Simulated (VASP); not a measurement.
Write the native input for VASP 6.6.1 that does the following.

```
Task                   : single point
Functional             : LDA
Potentials or basis    : VASP PAW LDA potentials, release 64 (Be)
Cutoff                 : 520 eV
k mesh                 : 9 × 9 × 6
Occupations            : gaussian, width 0.1 eV
Spin                   : no spin polarisation
Dipole correction      : no
Further INCAR settings : ALGO = Normal; EDIFF = 1e-06; NBANDS = 9
```

The structure of Be lies in POSCAR:

```
Be
1.0
    2.2853000000      0.0000000000      0.0000000000
   -1.1426500000      1.9791278553      0.0000000000
    0.0000000000      0.0000000000      3.5842000000
Be
2
Direct
    0.3333333333      0.6666666667      0.2500000000
    0.6666666667      0.3333333333      0.7500000000
```

The input as run:

INCAR

```
PREC     = Accurate       # precision mode
ENCUT    = 520            # plane-wave cutoff, eV
EDIFF    = 1E-6           # SCF threshold, eV
ISMEAR   = 0              # smearing method
SIGMA    = 0.1            # smearing width, eV
LREAL    = False          # projectors in reciprocal space
LASPH    = True           # aspherical terms in the spheres
NELM     = 100            # most SCF steps
ALGO     = Normal         # electronic algorithm
ISIF     = 2              # what is computed and relaxed
LWAVE    = False          # write WAVECAR
LCHARG   = False          # write CHGCAR
GGA      = CA             # functional
NBANDS   = 9              # bands
```

KPOINTS

```
regular mesh
0
Gamma
  9 9 6
```

Potentials or basis: VASP PAW LDA potentials, release 64 (Be).

Launch:

```sh
$ cat potpaw_LDA.64/Be/POTCAR > POTCAR
$ mpirun -np 1 vasp_std > vasp.out
```

Results of the run:

```json
{"Pressure": "-8.0 GPa", "Band gap on the k mesh": "zero (band 2 reaches 7.61 eV, above the bottom of band 3 at 5.47 eV)"}
```

Wall time 3.4 s on 1 thread of Intel(R) Xeon(R) Platinum 8559C (Emerald Rapids), on a shared host, peak memory 0.12 GiB.
